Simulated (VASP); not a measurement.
Set up this calculation in VASP 6.6.1, as the native input.

```yaml
Task: relaxation of cell and atoms
Functional: PBE
Potentials_or_basis: VASP PAW PBE potentials, release 64 (Si, Sn_d)
Cutoff: 500 eV
k_mesh: 12 × 12 × 12
Occupations: fermi-dirac, width 0.15 eV
Spin: no spin polarisation
Dipole_correction: no
Further_INCAR_settings: ALGO = Normal; EDIFF = 1e-07; IBRION = 2; EDIFFG = -0.001; NSW = 80; ISIF = 3
```

The structure of Si3Sn lies in POSCAR:

```
Si3Sn
1.0
    4.1962577408      0.0000000000      0.0000000000
    0.0000000000      4.1962577408      0.0000000000
    0.0000000000      0.0000000000      4.1962577408
Si Sn
3 1
Direct
    0.0000000000      0.5000000000      0.5000000000
    0.5000000000      0.0000000000      0.5000000000
    0.5000000000      0.5000000000      0.0000000000
    0.0000000000      0.0000000000      0.0000000000
```

One way to write it, as run:

INCAR

```
SYSTEM = Si3Sn
  PREC = Accurate
  ENCUT = 500
  EDIFF = 1E-7
  ISMEAR = -1
  SIGMA = 0.15
  LREAL = .FALSE.
  LASPH = .TRUE.
  NELM = 120
  ALGO = Normal
  ISIF = 3
  LWAVE = .FALSE.
  LCHARG = .FALSE.
  GGA = PE
  IBRION = 2
  NSW = 80
  EDIFFG = -0.001
  GGA_COMPAT = .FALSE.
  NELMIN = 4
```

KPOINTS

```
regular mesh
0
G
  12 12 12
  0 0 0
```

Potentials or basis: VASP PAW PBE potentials, release 64 (Si, Sn_d).

The run is started by

```sh
$ cat potpaw_PBE.64/Si/POTCAR potpaw_PBE.64/Sn_d/POTCAR > POTCAR
$ mpirun -np 1 vasp_std > vasp.out
```

It gave:

- Relaxed volume: 18.53 Å³/atom
- Relaxed cell: a = 4.201 Å, b = 4.201 Å, c = 4.201 Å, α = 90.00°, β = 90.00°, γ = 90.00°
- Space group after relaxing (to 0.1 Å): Pm-3m (No. 221)
- Energy gained by relaxing: 0.0 meV/atom
- Ionic steps: 2
- Pressure after relaxing: 0.0 GPa
- Band gap on the k mesh: zero (bands 13 and 14 overlap by 2.84 eV)

Caveat: spin-orbit coupling is left out, which moves the levels of the heavy elements.

It took 2.4 min on 1 thread of Intel Xeon 8259CL (shared host), peak memory 0.24 GiB.
